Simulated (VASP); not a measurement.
# GaSb: single point with PBE

Crystal: GaSb.

```
CELL_PARAMETERS angstrom
0.00000 3.18791 3.18791
3.18791 0.00000 3.18791
3.18791 3.18791 0.00000
ATOMIC_POSITIONS crystal
Ga 0.00000 0.00000 0.00000
Sb 0.75000 0.75000 0.75000
```

```
Program                : VASP 6.6.1
Task                   : single point
Functional             : PBE
Potentials or basis    : VASP PAW PBE potentials, release 64 (Ga_d, Sb)
Cutoff                 : 520 eV
k mesh                 : 14 × 14 × 14
Occupations            : gaussian, width 0.15 eV
Spin                   : no spin polarisation
Dipole correction      : no
Further INCAR settings : ALGO = Normal; EDIFF = 1e-06; NBANDS = 16
```

```yaml
Pressure: -2.8 GPa
Band_gap_on_the_k_mesh: zero (filled and empty bands touch)
```

Levels at points of the mesh, in eV from the Fermi level:
| k point | band 7 | band 8 | band 9 | band 10 | band 11 | band 12 |
| --- | --- | --- | --- | --- | --- | --- |
| (0.00, 0.00, 0.00) | -0.88 | -0.08 | -0.08 | -0.08 | 2.72 | 2.72 |
| (0.50, 0.00, 0.00) | -5.89 | -1.05 | -1.05 | 0.09 | 3.65 | 3.65 |
| (0.50, 0.50, 0.00) | -6.37 | -2.25 | -2.25 | 0.93 | 1.39 | 7.81 |

Wall time 110 s on 1 thread of Intel Xeon 8259CL (shared host), peak memory 0.28 GiB.

Caveat: semilocal functionals underestimate gaps, so a narrow gap can read as zero; spin-orbit coupling is left out, which moves the levels of the heavy elements.
